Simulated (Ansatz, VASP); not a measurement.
One calculation of InO, two programs

The input INCAR:

```
SYSTEM = InO
ALGO = Normal
EDIFF = 1E-6
ENCUT = 520
GGA = PE
ISIF = 2
ISMEAR = 0
IVDW = 12
LASPH = .True.
LCHARG = .True.
LELF = .True.
LREAL = .False.
LVHAR = .True.
LWAVE = .False.
NBANDS = 27
NELM = 60
PREC = Accurate
SIGMA = 0.05
```

File KPOINTS:

```
k-points
0
Gamma
  12 12 2
  0 0 0
```

POSCAR

```
InO
1.0
    3.6012723468      0.0000000000      0.0000000000
   -1.8006361734      3.1187933383      0.0000000000
    0.0000000000      0.0000000000     16.2483227879
In O
2 2
Direct
    0.6666666667      0.3333333333      0.5895266171
    0.6666666667      0.3333333333      0.4104733829
    0.0000000000      0.0000000000      0.6398766429
    0.0000000000      0.0000000000      0.3601233571
```

Input for Ansatz:

```yaml
crystal:
  lattice:
    - [3.6012723468, 0.0, 0.0]
    - [-1.8006361734, 3.1187933383, 0.0]
    - [0.0, 0.0, 16.2483227879]
  atoms:
    - { symbol: In, position: [0.6666666667, 0.3333333333, 0.5895266171] }
    - { symbol: In, position: [0.6666666667, 0.3333333333, 0.4104733829] }
    - { symbol: O, position: [0.0, 0.0, 0.6398766429] }
    - { symbol: O, position: [0.0, 0.0, 0.3601233571] }
basis:
  ecutwfc: 420
kpoints:
  mp_grid: { grid: [12, 12, 2] }
hamiltonian:
  xc: pbe
  dispersion: d3bj
scf:
  occupations: { method: gaussian, width: 0.05 }
output:
  forces: true
  stress: true
  eigenvalues: true
```

Change from the starting cell: strain +0.050 along x and y, +0.025 along z, atoms carried along.

Alike in both runs: task single point; functional PBE; dispersion D3(BJ); k mesh 12 × 12 × 2; occupations gaussian, width 0.05 eV; no spin polarisation.

|  | VASP | Ansatz |
| --- | --- | --- |
| version | VASP 6.6.1 | Ansatz 0.2.0 |
| potentials or method | VASP PAW PBE potentials, release 64 (In_d, O), cutoff 520 eV | scalar-relativistic, plane waves, PAW |
| valence electrons in the cell | 38 | 38 |

Ansatz gave:

* gap on the k mesh at the Fermi level (eV): 0.38
* least direct gap on the mesh (eV): 0.78
* rms of the force components (eV/Å): 0.413

**Question.** What did VASP give for the same quantities?

**Answer.** gap on the k mesh at the Fermi level (eV): 0.36; least direct gap on the mesh (eV): 0.77; rms of the force components (eV/Å): 0.399.

Atom by atom the forces differ by 0.014 eV/Å (rms over components).
